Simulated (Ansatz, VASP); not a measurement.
This is a calculation of TePb for Ansatz 0.2.0.

File input.yaml:

```yaml
crystal:
  lattice:
    - [4.0287929844, 0.0, 0.0]
    - [0.0, 4.0287929844, 0.0]
    - [0.0, 0.0, 4.0287929844]
  atoms:
    - { symbol: Pb, position: [0.0, 0.0, 0.0] }
    - { symbol: Te, position: [0.5, 0.5, 0.5] }
hamiltonian:
  xc: pbe
  pseudopotentials: { kind: paw, azcp: { folder: soft_1 } }
kpoints:
  mp_grid: { grid: [7, 7, 7] }
scf:
  occupations: { method: fermi_dirac, width: 0.05 }
output:
  forces: true
  stress: true
  eigenvalues: true
```

Potentials or basis: Ansatz PAW soft_1.

Run with:

```console
$ ansatz run input.yaml --threads 1 --pin off --max-ram 3584MiB --backend cpu --events-out ev --progress --plain --runs-dir out
```

**Question.** Set up the same calculation for VASP 6.6.1. Potentials there: VASP PAW PBE potentials, release 64 (Pb_d, Te).

**Answer.** As run (the cutoff follows the program's own potentials):

INCAR

```
SYSTEM = TePb
ALGO = Normal
EDIFF = 1E-6
ENCUT = 500
GGA = PE
GGA_COMPAT = .FALSE.
ISIF = 2
ISMEAR = -1
LASPH = .TRUE.
LCHARG = .FALSE.
LREAL = .FALSE.
LWAVE = .FALSE.
NBANDS = 17
NELM = 120
PREC = Accurate
SIGMA = 0.05
```

The input KPOINTS:

```
k-points
0
G
  7 7 7
  0 0 0
```

Contents of POSCAR:

```
TePb
1.0
    4.0287929844      0.0000000000      0.0000000000
    0.0000000000      4.0287929844      0.0000000000
    0.0000000000      0.0000000000      4.0287929844
Pb Te
1 1
Direct
    0.0000000000      0.0000000000      0.0000000000
    0.5000000000      0.5000000000      0.5000000000
```

Potentials or basis: VASP PAW PBE potentials, release 64 (Pb_d, Te).

Run with:

```console
$ cat potpaw_PBE.64/Pb_d/POTCAR potpaw_PBE.64/Te/POTCAR > POTCAR
$ mpirun -np 1 vasp_std > vasp.out
```

Both were run:

|  | VASP | Ansatz | Ansatz less VASP |
| --- | --- | --- | --- |
| gap on the k mesh at the Fermi level (eV) | none | none | - |
| pressure (GPa) | -0.8 | -0.8 | +0.04 |

A gap of «none» marks a metal or a gap that the smearing closes. The functional is the same, so the differences come from potentials, cutoffs and numerics. VASP's potentials hold 20 valence electrons a cell and Ansatz's 30, so a difference there can come from the potentials and not from the codes.

Neither program's run includes spin-orbit coupling.
